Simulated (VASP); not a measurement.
# CuO (Pm-3m) in VASP: further runs

The runs below take CuO through single point, electric field gradients, density of states, with PBE+U, PBE.

All numbers are computed with VASP 6.6.1; they aren't measurements. Logs are shortened: lines on timing, memory, paths and dates and some standing lists are left out, and cuts for length are marked.

## 1. The cell of the first run

The structure is cubic, space group Pm-3m (No. 221). The conventional cell has a = 2.553 Å, b = 2.553 Å, c = 2.553 Å, α = 90.00°, β = 90.00°, γ = 90.00°. Cu (site symmetry m-3m) has 8 O at 2.21 Å and 6 Cu at 2.55 Å within 2.9 Å. Within 2.9 Å of O (site symmetry m-3m) lie 8 Cu at 2.21 Å and 6 O at 2.55 Å.

## 2. Single point, PBE+U, collinear spin, ferromagnetic start

Contents of INCAR:

```
SYSTEM = CuO
  PREC = Accurate
  ENCUT = 520
  EDIFF = 1E-6
  ISMEAR = 0
  SIGMA = 0.05
  LREAL = .FALSE.
  LASPH = .TRUE.
  NELM = 150
  ALGO = Normal
  ISIF = 2
  LWAVE = .FALSE.
  LCHARG = .FALSE.
  ISPIN = 2
  MAGMOM = 0.6 0
  LORBIT = 11
  LMAXMIX = 4
  LDAU = .TRUE.
  LDAUTYPE = 2
  LDAUL = 2 -1
  LDAUU = 6 0
  LDAUJ = 0 0
  LDAUPRINT = 1
  GGA = PE
  NBANDS = 20
```

Contents of KPOINTS:

```
regular mesh
0
G
  7 7 7
  0 0 0
```

Contents of POSCAR:

```
CuO
1.0
    2.5525506100      0.0000000000      0.0000000000
    0.0000000000      2.5525506100      0.0000000000
    0.0000000000      0.0000000000      2.5525506100
Cu O
1 1
Direct
    0.0000000000      0.0000000000      0.0000000000
    0.5000000000      0.5000000000      0.5000000000
```

Potentials or basis: VASP PAW PBE potentials, release 64 (Cu, O).

Launch:

```console
cat potpaw_PBE.64/Cu/POTCAR potpaw_PBE.64/O/POTCAR > POTCAR
mpirun -np 1 vasp_std > vasp.out
```

OUTCAR:

```text
SYSTEM = CuO
   PREC = Accurate
   ENCUT = 520
   EDIFF = 1E-6
   ISMEAR = 0
   LREAL = .FALSE.
   LASPH = .TRUE.
   NELM = 150
   ISIF = 2
   ISPIN = 2
   LORBIT = 11
   GGA = PE

 ion  position               nearest neighbor table
   1  0.000  0.000  0.000-   2 2.21   2 2.21   2 2.21   2 2.21   2 2.21   2 2.21   2 2.21   2 2.21

   2  0.500  0.500  0.500-   1 2.21   1 2.21   1 2.21   1 2.21   1 2.21   1 2.21   1 2.21   1 2.21

  LATTYP: Found a simple cubic cell.
 ALAT       =     2.5525506100

  Lattice vectors:

 A1 = (   2.5525506100,   0.0000000000,   0.0000000000)
 A2 = (   0.0000000000,   2.5525506100,   0.0000000000)
 A3 = (   0.0000000000,   0.0000000000,   2.5525506100)

Analysis of symmetry for initial positions (statically):
=====================================================================
 Subroutine PRICEL returns:
 Original cell was already a primitive cell.

 Routine SETGRP: Setting up the symmetry group for a
 simple cubic supercell.

 Subroutine GETGRP returns: Found 48 space group operations
 (whereof 48 operations were pure point group operations)
 out of a pool of 48 trial point group operations.

The static configuration has the point symmetry O_h .

Analysis of symmetry for dynamics (positions and initial velocities):
=====================================================================
 Subroutine PRICEL returns:
 Original cell was already a primitive cell.

 Routine SETGRP: Setting up the symmetry group for a
 simple cubic supercell.

 Subroutine GETGRP returns: Found 48 space group operations
 (whereof 48 operations were pure point group operations)
 out of a pool of 48 trial point group operations.

The dynamic configuration has the point symmetry O_h .

Analysis of structural, dynamic, and magnetic symmetry:
=====================================================================
 Subroutine PRICEL returns:
 Original cell was already a primitive cell.

 Routine SETGRP: Setting up the symmetry group for a
 simple cubic supercell.

 Subroutine GETGRP returns: Found 48 space group operations
 (whereof 48 operations were pure point group operations)
 out of a pool of 48 trial point group operations.

The overall configuration has the point symmetry O_h .

 Subroutine INISYM returns: Found 48 space group operations
 (whereof 48 operations are pure point group operations),
 and found     1 'primitive' translations

----------------------------------------------------------------------------------------

                                     Primitive cell

  volume of cell :      16.6312

  direct lattice vectors                    reciprocal lattice vectors
     2.552550610  0.000000000  0.000000000     0.391765004  0.000000000  0.000000000
     0.000000000  2.552550610  0.000000000     0.000000000  0.391765004  0.000000000
     0.000000000  0.000000000  2.552550610     0.000000000  0.000000000  0.391765004

  length of vectors
     2.552550610  2.552550610  2.552550610     0.391765004  0.391765004  0.391765004

  position of ions in fractional coordinates (direct lattice)
     0.000000000  0.000000000  0.000000000
     0.500000000  0.500000000  0.500000000

  ion indices of the primitive-cell ions
   primitive index   ion index
                 1           1
                 2           2

----------------------------------------------------------------------------------------

 KPOINTS: regular mesh

Automatic generation of k-mesh.
 Grid dimensions read from file:
 generate k-points for:    7    7    7

 Generating k-lattice:

[... 64 lines left out ...]
   POTIM  = 0.5000    time-step for ionic-motion
   TEBEG  =    0.0;   TEEND  =   0.0 temperature during run
   PSTRESS=    0.0 pullay stress
   NELECT =      17.0000    total number of electrons
   NUPDOWN=      -1.0000    fix difference up-down
   EMIN   =  10.00;   EMAX   =-10.00  energy-range for DOS
   EFERMI =   0.00;   METHOD = LEGACY
   ISMEAR =     0;   SIGMA  =   0.05  broadening in eV -4-tet -1-fermi 0-gaus
   EFERMI_NEDOS =   21; number of points for ismear=-14 and -15
   IALGO  =     38    algorithm
   IMIX   =      4    mixing-type and parameters
     AMIX     =   0.40;   BMIX     =  1.00
     AMIX_MAG =   1.60;   BMIX_MAG =  1.00
  volume/ion in A,a.u.               =       8.32        56.12
  Fermi-wavevector in a.u.,A,eV,Ry     =   1.649112  3.116370 37.001994  2.719570
  Thomas-Fermi vector in A             =   2.738287
   LORBIT       =     11    0 simple, 1 ext, 2 COOP (PROOUT), +10 PAW based schemes
 LDA+U is selected, type is set to LDAUTYPE =  2
   angular momentum for each species LDAUL =     2   -1
   U (eV)           for each species LDAUU =   6.0  0.0
   J (eV)           for each species LDAUJ =   0.0  0.0
   GGA     = PE    functional components
   LHFCALC =     F    Hartree Fock is set to
   AEXX    =    0.0000 exact exchange contribution
   IVDW    =     0    specifies the selected vdW correction
   LEPSILON=     F    determine dielectric tensor
   LRPA    =     F    only Hartree local field effects (RPA)
 spin polarized calculation
 Gauss-broadening in eV      SIGMA  =   0.05
  energy-cutoff  :      520.00
  volume of cell :       16.63
 maximum number of plane-waves:       461
 NGX is ok and might be reduce to    20
   NGX =  9   NGY =  9   NGZ =  9

atom =   1  type =  1  l = 2

 onsite density matrix

spin component  1

  0.9924  0.0000  0.0000 -0.0000  0.0000
  0.0000  0.9924  0.0000  0.0000 -0.0000
  0.0000  0.0000  0.9643 -0.0000  0.0000
 -0.0000  0.0000 -0.0000  0.9924  0.0000
  0.0000 -0.0000  0.0000  0.0000  0.9643

spin component  2

  0.8623 -0.0000 -0.0000  0.0000 -0.0000
 -0.0000  0.8623  0.0000 -0.0000  0.0000
 -0.0000  0.0000  0.9612  0.0000  0.0000
  0.0000 -0.0000  0.0000  0.8623 -0.0000
 -0.0000  0.0000  0.0000 -0.0000  0.9612

 occupancies and eigenvectors

  o =  0.8623  v =  0.0000  0.0000  0.0000  0.0000  0.0000  0.0000  0.9447  0.0000  0.3280  0.0000      0.0000  0.0000  0.0000  0.0000  0.0000  0.0000  0.0000  0.0000  0.0000  0.0000
  o =  0.8623  v =  0.0000  0.0000  0.0000  0.0000  0.0000  1.0000  0.0000  0.0000  0.0000  0.0000      0.0000  0.0000  0.0000  0.0000  0.0000  0.0000  0.0000  0.0000  0.0000  0.0000
  o =  0.8623  v =  0.0000  0.0000  0.0000  0.0000  0.0000  0.0000  0.3280  0.0000 -0.9447 -0.0000      0.0000  0.0000  0.0000  0.0000  0.0000  0.0000  0.0000  0.0000  0.0000  0.0000
  o =  0.9612  v =  0.0000  0.0000  0.0000  0.0000  0.0000  0.0000  0.0000 -0.9894 -0.0000 -0.1455      0.0000  0.0000  0.0000  0.0000  0.0000  0.0000  0.0000  0.0000  0.0000  0.0000
  o =  0.9612  v =  0.0000  0.0000  0.0000  0.0000  0.0000  0.0000 -0.0000 -0.1455 -0.0000  0.9894      0.0000  0.0000  0.0000  0.0000  0.0000  0.0000  0.0000  0.0000  0.0000  0.0000
  o =  0.9643  v =  0.0000 -0.0000  0.9920 -0.0000 -0.1261  0.0000  0.0000  0.0000  0.0000  0.0000      0.0000  0.0000  0.0000  0.0000  0.0000  0.0000  0.0000  0.0000  0.0000  0.0000
  o =  0.9643  v =  0.0000  0.0000  0.1261  0.0000  0.9920  0.0000  0.0000  0.0000  0.0000  0.0000      0.0000  0.0000  0.0000  0.0000  0.0000  0.0000  0.0000  0.0000  0.0000  0.0000
  o =  0.9924  v =  1.0000  0.0000  0.0000  0.0000  0.0000  0.0000  0.0000  0.0000  0.0000  0.0000      0.0000  0.0000  0.0000  0.0000  0.0000  0.0000  0.0000  0.0000  0.0000  0.0000
  o =  0.9924  v =  0.0000 -0.4644 -0.0000 -0.8856  0.0000  0.0000  0.0000  0.0000  0.0000  0.0000      0.0000  0.0000  0.0000  0.0000  0.0000  0.0000  0.0000  0.0000  0.0000  0.0000
  o =  0.9924  v =  0.0000 -0.8856  0.0000  0.4644  0.0000  0.0000  0.0000  0.0000  0.0000  0.0000      0.0000  0.0000  0.0000  0.0000  0.0000  0.0000  0.0000  0.0000  0.0000  0.0000

 number of electron      16.9999977 magnetization       1.0006994

 Free energy of the ion-electron system (eV)
  ---------------------------------------------------
  ext. energy  EPLUGINS =         0.00000000
  ---------------------------------------------------
  free energy    TOTEN  =        -6.72214318 eV

  energy without entropy =       -6.72019334  energy(sigma->0) =       -6.72116826

 E-fermi :   6.9243     XC(G=0): -13.2827

 val. band max:        6.8698188157   @ k =   0.2857   0.2857   0.2857
 cond. band min:       6.9283679155   @ k =   0.4286   0.1429   0.0000
 fundamental gap:      0.0585490998
 Fermi energy:         6.9243161454

 spin component 1

 k-point     1 :       0.0000    0.0000    0.0000
  band No.  band energies     occupation
      1     -13.2301      1.00000
      2       2.2319      1.00000
      3       2.2319      1.00000
      4       3.8034      1.00000
      5       3.8034      1.00000
      6       3.8034      1.00000
[... 436 lines left out ...]
      6       4.4934      1.00000
[... 12 lines left out ...]
     19      50.6873      0.00000
     20      52.4099      0.00000
 Fermi energy:         6.9243161454

 spin component 2

 k-point     1 :       0.0000    0.0000    0.0000
  band No.  band energies     occupation
      1     -12.3593      1.00000
      2       2.4334      1.00000
      3       2.4334      1.00000
      4       5.1371      1.00000
      5       5.1371      1.00000
      6       5.1371      1.00000
[... 449 lines left out ...]
     19      50.7785      0.00000
     20      52.8074      0.00000

------------------------ aborting loop because EDIFF is reached ----------------------------------------

  FORCE on cell =-STRESS in cart. coord.  units (eV):
  Direction    XX          YY          ZZ          XY          YZ          ZX
  --------------------------------------------------------------------------------------
  -------------------------------------------------------------------------------------
  Total        1.7162521      1.7162521      1.7162521     -0.0000000     -0.0000000      0.0000000
  in kB      165.3364414    165.3364414    165.3364414     -0.0000000     -0.0000000      0.0000000
  external PRESSURE =     165.3364414 kB  Pullay stress =       0.0000000 kB

 VOLUME and BASIS-vectors are now :
 -----------------------------------------------------------------------------
  energy-cutoff  :      520.00
  volume of cell :       16.63
      direct lattice vectors                 reciprocal lattice vectors
     2.552550610  0.000000000  0.000000000     0.391765004  0.000000000  0.000000000
     0.000000000  2.552550610  0.000000000     0.000000000  0.391765004  0.000000000
     0.000000000  0.000000000  2.552550610     0.000000000  0.000000000  0.391765004

 POSITION                                       TOTAL-FORCE (eV/Angst)
 -----------------------------------------------------------------------------------
      0.00000      0.00000      0.00000         0.000000      0.000000      0.000000
      1.27628      1.27628      1.27628         0.000000      0.000000      0.000000
 -----------------------------------------------------------------------------------
    total drift:                                0.000000      0.000000      0.000000

  FREE ENERGIE OF THE ION-ELECTRON SYSTEM (eV)
  ---------------------------------------------------
  free  energy   TOTEN  =        -6.7221431830 eV

  energy  without entropy=       -6.7201933441  energy(sigma->0) =       -6.72116826

 total charge

# of ion       s       p       d       tot
------------------------------------------
    1        0.286   0.320   9.392   9.997
    2        1.600   3.287   0.000   4.886
--------------------------------------------------
tot          1.886   3.606   9.392  14.883

 magnetization (x)

# of ion       s       p       d       tot
------------------------------------------
    1       -0.018  -0.014   0.397   0.365
    2        0.005   0.580   0.000   0.586
--------------------------------------------------
tot         -0.013   0.566   0.397   0.950
```

It took 8.2 s on 1 thread of Intel Xeon 6975P-C (Granite Rapids), shared host; peak memory 0.13 GiB.

What came out:

* Free energy: -6.7221 eV
* Pressure: 16.5 GPa
* Band gap on the k mesh: zero (filled and empty bands overlap)
* Net moment: 1.00 μB per cell
* Site moments: Cu +0.36; O +0.59 μB
* Valence electrons inside the program's atomic spheres: Cu 10.00; O 4.89

Eigenvalues of the final occupation matrices:
```csv
site,spin,trace,eigenvalues
site 1 d,1,4.91,0.96 0.96 0.99 0.99 0.99
site 1 d,2,4.51,0.86 0.86 0.86 0.96 0.96
```

Caveat: a cell with one magnetic atom can't hold antiferromagnetic order, which such compounds often take. The state reached can hang on the start; a lower one may exist.

## 3. Single point, PBE+U, collinear spin, ferromagnetic start

Contents of INCAR:

```
SYSTEM = CuO
ALGO = Normal ; EDIFF = 1E-6
ENCUT = 520 ; GGA = PE
ISIF = 2 ; ISMEAR = 0
ISPIN = 2 ; LASPH = .True.
LCHARG = .False. ; LDAU = .True.
LDAUJ = 0 0 ; LDAUL = 2 -1
LDAUPRINT = 1 ; LDAUTYPE = 2
LDAUU = 6 0 ; LMAXMIX = 4
LORBIT = 11 ; LREAL = .False.
LWAVE = .False. ; MAGMOM = 0.48 0
NBANDS = 20 ; NELM = 150
PREC = Accurate ; SIGMA = 0.05
```

Contents of KPOINTS:

```
k-points
0
Gamma
  7 7 7
  0 0 0
```

POSCAR is that of step 2.

Potentials or basis: VASP PAW PBE potentials, release 64 (Cu, O).

Launch:

```console
cat potpaw_PBE.64/Cu/POTCAR potpaw_PBE.64/O/POTCAR > POTCAR
mpirun -np 1 vasp_std > vasp.out
```

It took 8.1 s on 1 thread of Intel Xeon 6975P-C (Granite Rapids), shared host; peak memory 0.13 GiB.

Results (log left out):

```
Free energy                                           : -6.7221 eV
Pressure                                              : 16.6 GPa
Band gap on the k mesh                                : zero (filled and empty bands overlap)
Net moment                                            : 1.00 μB per cell
Site moments                                          : Cu +0.36; O +0.59 μB
Valence electrons inside the program's atomic spheres : Cu 10.00; O 4.89
```

Levels at points of the mesh, in eV from the Fermi level:
Spin up:
| k point | band 6 | band 7 | band 8 | band 9 | band 10 | band 11 | band 12 | band 13 |
| --- | --- | --- | --- | --- | --- | --- | --- | --- |
| (0.00, 0.00, 0.00) | -3.12 | -2.28 | -2.28 | -2.28 | 1.95 | 15.94 | 15.94 | 21.74 |
Spin down:
```tsv
k point	band 6	band 7	band 8	band 9	band 10	band 11
(0.00, 0.00, 0.00)	-1.79	-1.22	-1.22	-1.22	2.25	15.99
```

Eigenvalues of the final occupation matrices:
```
    site  spin  trace               eigenvalues
site 1 d     1   4.91  0.96 0.96 0.99 0.99 0.99
site 1 d     2   4.51  0.86 0.86 0.86 0.96 0.96
```

Caveat: a cell with one magnetic atom can't hold antiferromagnetic order, which such compounds often take. The state reached can hang on the start; a lower one may exist.

## 4. Electric field gradients, PBE

Contents of INCAR:

```
PREC     = Accurate       # precision mode
ENCUT    = 520            # plane-wave cutoff, eV
EDIFF    = 1E-8           # SCF threshold, eV
ISMEAR   = -1             # smearing method
SIGMA    = 0.05           # smearing width, eV
LREAL    = False          # projectors in reciprocal space
LASPH    = True           # aspherical terms in the spheres
NELM     = 60             # most SCF steps
ALGO     = Normal         # electronic algorithm
ISIF     = 2              # what is computed and relaxed
LWAVE    = False          # write WAVECAR
LCHARG   = False          # write CHGCAR
GGA      = PE             # functional
LEFG     = True         
NBANDS   = 16             # bands
```

Contents of KPOINTS:

```
Automatic mesh
0
Gamma
  10 10 10
```

POSCAR is that of step 3.

Potentials or basis: VASP PAW PBE potentials, release 64 (Cu, O).

Launch:

```console
cat potpaw_PBE.64/Cu/POTCAR potpaw_PBE.64/O/POTCAR > POTCAR
mpirun -np 1 vasp_std > vasp.out
```

OUTCAR:

```text
PREC = Accurate
   ENCUT = 520
   EDIFF = 1E-8
   ISMEAR = -1
   LREAL = False
   LASPH = True
   NELM = 60
   ISIF = 2
   GGA = PE

 ion  position               nearest neighbor table
   1  0.000  0.000  0.000-   2 2.21   2 2.21   2 2.21   2 2.21   2 2.21   2 2.21   2 2.21   2 2.21

   2  0.500  0.500  0.500-   1 2.21   1 2.21   1 2.21   1 2.21   1 2.21   1 2.21   1 2.21   1 2.21

  LATTYP: Found a simple cubic cell.
 ALAT       =     2.5525506100

  Lattice vectors:

[... 670 lines left out ...]
  ---------------------------------------------------
  free  energy   TOTEN  =        -8.5160660645 eV

  energy  without entropy=       -8.4934061882  energy(sigma->0) =       -8.50473613

 Electric field gradients (V/A^2)
---------------------------------------------------------------------
 ion       V_xx      V_yy      V_zz      V_xy      V_xz      V_yz
---------------------------------------------------------------------
   1      -0.000    -0.000     0.000     0.000     0.000     0.000
   2      -0.000    -0.000     0.000     0.000    -0.000    -0.000
---------------------------------------------------------------------

 Electric field gradients after diagonalization (V/A^2)
 (convention: |V_zz| > |V_xx| > |V_yy|)
----------------------------------------------------------------------
 ion       V_xx      V_yy      V_zz     asymmetry (V_yy - V_xx)/ V_zz
----------------------------------------------------------------------
   1      -0.000    -0.000     0.000       0.120
   2       0.000    -0.000    -0.000       0.948
----------------------------------------------------------------------

           NMR quadrupolar parameters

 Cq : quadrupolar parameter    Cq=e*Q*V_zz/h
 eta: asymmetry parameters     (V_yy - V_xx)/ V_zz
 Q  : nuclear electric quadrupole moment in mb (millibarn)
----------------------------------------------------------------------
 ion       Cq(MHz)       eta       Q (mb)
----------------------------------------------------------------------
   1       0.000       0.120       1.000
   2      -0.000       0.948       1.000
----------------------------------------------------------------------
```

OSZICAR:

```text
N       E                     dE             d eps       ncg     rms          rms(c)
DAV:   1     0.793190288431E+02    0.79319E+02   -0.82660E+03  2040   0.171E+03
DAV:   2    -0.790860273699E+01   -0.87228E+02   -0.78675E+02  2016   0.282E+02
DAV:   3    -0.114842563392E+02   -0.35757E+01   -0.34083E+01  2080   0.569E+01
DAV:   4    -0.115143879047E+02   -0.30132E-01   -0.30119E-01  2080   0.503E+00
DAV:   5    -0.115147592379E+02   -0.37133E-03   -0.37133E-03  2200   0.577E-01    0.118E+01
DAV:   6    -0.110484001617E+02    0.46636E+00   -0.15638E+01  2400   0.116E+02    0.114E+01
DAV:   7    -0.854795641242E+01    0.25004E+01   -0.38092E+00  2240   0.899E+01    0.158E+00
DAV:   8    -0.853648174202E+01    0.11475E-01   -0.25694E-01  2336   0.594E+00    0.933E-01
DAV:   9    -0.851647963370E+01    0.20002E-01   -0.98329E-03  2928   0.389E+00    0.222E-01
DAV:  10    -0.851605219017E+01    0.42744E-03   -0.20818E-03  2704   0.101E+00    0.715E-02
DAV:  11    -0.851605829119E+01   -0.61010E-05   -0.29209E-04  2696   0.268E-01    0.195E-02
DAV:  12    -0.851606975538E+01   -0.11464E-04   -0.32620E-05  2664   0.188E-01    0.185E-02
DAV:  13    -0.851606604474E+01    0.37106E-05   -0.82111E-06  2360   0.115E-01    0.179E-03
DAV:  14    -0.851606608999E+01   -0.45252E-07   -0.62078E-07  2048   0.886E-03    0.103E-03
DAV:  15    -0.851606605767E+01    0.32320E-07   -0.94960E-09  1464   0.308E-03    0.449E-04
DAV:  16    -0.851606606452E+01   -0.68433E-08   -0.11978E-08  1528   0.107E-03
   1 F= -.85160661E+01 E0= -.85047361E+01  d E =-.226599E-01
```

stdout:

```text
POSCAR found type information on POSCAR CuO
 POSCAR found :  2 types and       2 ions
 scaLAPACK will be used
 LDA part: xc-table for (Slater+PW92), standard interpolation
 POSCAR, INCAR and KPOINTS ok, starting setup
 FFT: planning ... GRIDC
 FFT: planning ... GRID_SOFT
 FFT: planning ... GRID
 WAVECAR not read
 entering main loop
ion   1

ion   2
```

It took 13 s on 1 thread of AMD EPYC 7R43 (Zen 3), shared host; peak memory 0.1 GiB.

What came out:

* Free energy: -8.5161 eV
* Pressure: 21.1 GPa

Caveat: without QUAD_EFG the Cq values of the log hold for a quadrupole moment of 1 mb, not for the nuclei; an odd number of electrons without spin polarisation forces a metal; a magnetic or distorted state may lie lower; semilocal functionals often make such compounds metallic where correlation or magnetic order opens a gap, which also shifts bond lengths.

(Part 1 of 2 ends here.)
